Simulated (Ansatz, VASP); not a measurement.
# Two plane-wave programs on Ga

Contents of INCAR:

```
PREC = Accurate
ENCUT = 600
EDIFF = 1E-6
ISMEAR = -1
SIGMA = 0.1
LREAL = F
LASPH = T
NELM = 100
ALGO = Normal
ISIF = 3
LWAVE = F
LCHARG = F
GGA = RP
IBRION = 2
NSW = 80
EDIFFG = -0.01
```

File KPOINTS:

```
regular mesh
0
Gamma
  5 5 5
```

File POSCAR:

```
Ga
1.0
    5.3919379051      0.0000000000      0.0000000000
    0.0000000000      5.3919379051      0.0000000000
    0.0000000000      0.0000000000      5.3919379051
Ga
8
Direct
    0.0000000000      0.0000000000      0.0000000000
    0.5000000000      0.5000000000      0.5000000000
    0.2500000000      0.0000000000      0.5000000000
    0.7500000000      0.0000000000      0.5000000000
    0.5000000000      0.2500000000      0.0000000000
    0.5000000000      0.7500000000      0.0000000000
    0.0000000000      0.5000000000      0.2500000000
    0.0000000000      0.5000000000      0.7500000000
```

Input for Ansatz:

```yaml
crystal:
  lattice:
    - [5.3919379051, 0.0, 0.0]
    - [0.0, 5.3919379051, 0.0]
    - [0.0, 0.0, 5.3919379051]
  atoms:
    - { symbol: Ga, position: [0.0, 0.0, 0.0] }
    - { symbol: Ga, position: [0.5, 0.5, 0.5] }
    - { symbol: Ga, position: [0.25, 0.0, 0.5] }
    - { symbol: Ga, position: [0.75, 0.0, 0.5] }
    - { symbol: Ga, position: [0.5, 0.25, 0.0] }
    - { symbol: Ga, position: [0.5, 0.75, 0.0] }
    - { symbol: Ga, position: [0.0, 0.5, 0.25] }
    - { symbol: Ga, position: [0.0, 0.5, 0.75] }
hamiltonian:
  xc: rpbe
  pseudopotentials:
    kind: paw
    azcp:
      Ga: "pseudopotentials/Ga.paw.azcp"
basis:
  ecutwfc: 420
  fft_grid_basis: typed
kpoints:
  mp_grid: { grid: [5, 5, 5], shift: [0, 0, 0] }
magnetization:
  spin_polarized: false
scf:
  occupations: { method: fermi_dirac, width: 0.1 }
relax:
  max_steps: 60
  f_tol: 0.01
  cell: {}
```

Alike in both runs: task relaxation of cell and atoms; functional RPBE; k mesh 5 × 5 × 5; occupations fermi-dirac, width 0.1 eV; no spin polarisation.

|  | VASP | Ansatz |
| --- | --- | --- |
| version | VASP 6.6.1 | Ansatz 0.2.0 |
| potentials or method | VASP PAW PBE potentials, release 64 (Ga_d), cutoff 600 eV | plane waves (420 eV) with PAW, scalar-relativistic |
| valence electrons in the cell | 104 | 104 |

|  | VASP | Ansatz | Ansatz less VASP |
| --- | --- | --- | --- |
| relaxed volume (Å³/atom) | 20.10 | 20.24 | +0.144 |
| relaxed length of the cell vector where the two differ most in proportion (Å) | 5.438 | 5.451 | +0.0130 |

VASP's potentials were made for PBE, not for RPBE.
